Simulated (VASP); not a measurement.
## KF (Carobbiite): dielectric tensor with r2SCAN

KF (Carobbiite):

```xyz
2
Lattice="0.0000 2.6590 2.6590 2.6590 0.0000 2.6590 2.6590 2.6590 0.0000" Properties=species:S:1:pos:R:3 pbc="T T T"
K     0.0000    0.0000    0.0000
F     2.6590    2.6590    2.6590
```

| Property | Result |
| --- | --- |
| Program | VASP 6.6.1 |
| Task | dielectric tensor |
| Functional | r2SCAN |
| Potentials or basis | VASP PAW PBE potentials, release 64 (K_sv, F) |
| Cutoff | 520 eV |
| k mesh | 8 × 8 × 8 |
| Occupations | gaussian, width 0.01 eV |
| Spin | no spin polarisation |
| Dipole correction | no |
| Further INCAR settings | ALGO = Normal; EDIFF = 1e-08 |

* Band gap on the k mesh: 6.91 eV, direct
* Electronic dielectric tensor (diagonal): 1.93
* Born charges (mean of the diagonal): K +1.12; F -1.12 e

Levels at points of the mesh, in eV from the valence-band top:
```
           k point  band 6  band 7  band 8  band 9  band 10  band 11
(0.00, 0.00, 0.00)    0.00    0.00    0.00    6.91    11.49    11.49
(0.50, 0.00, 0.00)   -0.78   -0.35   -0.35    9.74    11.36    12.99
(0.50, 0.50, 0.00)   -0.20   -0.05   -0.05    8.78    11.31    12.54
```

Electronic dielectric tensor:
```
1.93 0.00 0.00
0.00 1.93 0.00
0.00 0.00 1.93
```

Born effective charge tensors (e):
atom 1, K
```
1.12 0.00 0.00
0.00 1.12 0.00
0.00 0.00 1.12
```
atom 2, F
```
-1.12  0.00  0.00
 0.00 -1.12  0.00
 0.00  0.00 -1.12
```

Dipole moments of the cell (e·Å, modulo the quantum): ionic -18.613, -18.613, -18.613; electronic 0.000, 0.000, 0.002

Wall time 41 min on 1 thread of AMD EPYC 9R14 (Zen 4), with other jobs on the host, peak memory 0.4 GiB.

 A k mesh can miss the band edges.
